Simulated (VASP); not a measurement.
Here is a VASP 6.6.1 calculation.

File INCAR:

```
SYSTEM = NaCl
PREC = Accurate ; ENCUT = 520
EDIFF = 1E-6 ; ISMEAR = -1
SIGMA = 0.03 ; LREAL = .FALSE.
LASPH = .TRUE. ; NELM = 80
ALGO = Normal ; ISIF = 2
LWAVE = .FALSE. ; LCHARG = .TRUE.
GGA = PS ; LELF = .TRUE.
LVHAR = .TRUE. ; NBANDS = 14
```

File KPOINTS:

```
regular mesh
0
G
  9 9 9
  0 0 0
```

Contents of POSCAR:

```
NaCl
1.0
    2.8600000000      0.0000000000      0.0000000000
    0.0000000000      2.8600000000      0.0000000000
    0.0000000000      0.0000000000      2.8028000000
Na Cl
1 1
Direct
    0.0000000000      0.0000000000      0.0000000000
    0.5000000000      0.5000000000      0.5000000000
```

Potentials or basis: VASP PAW PBE potentials, release 64 (Na_pv, Cl).

Command:

```console
$ cat potpaw_PBE.64/Na_pv/POTCAR potpaw_PBE.64/Cl/POTCAR > POTCAR
$ mpirun -np 1 vasp_std > vasp.out
```

(1) What does it give for the pressure?

(2) Estimate the band gap on the k mesh.

Results:

(1) 65.3 GPa.

(2) 4.28 eV, direct.

Caveat: the cell differs from its parent crystal (zz strain of -2 %); the PAW data sets were made with another functional, which shifts forces and pressure a little.
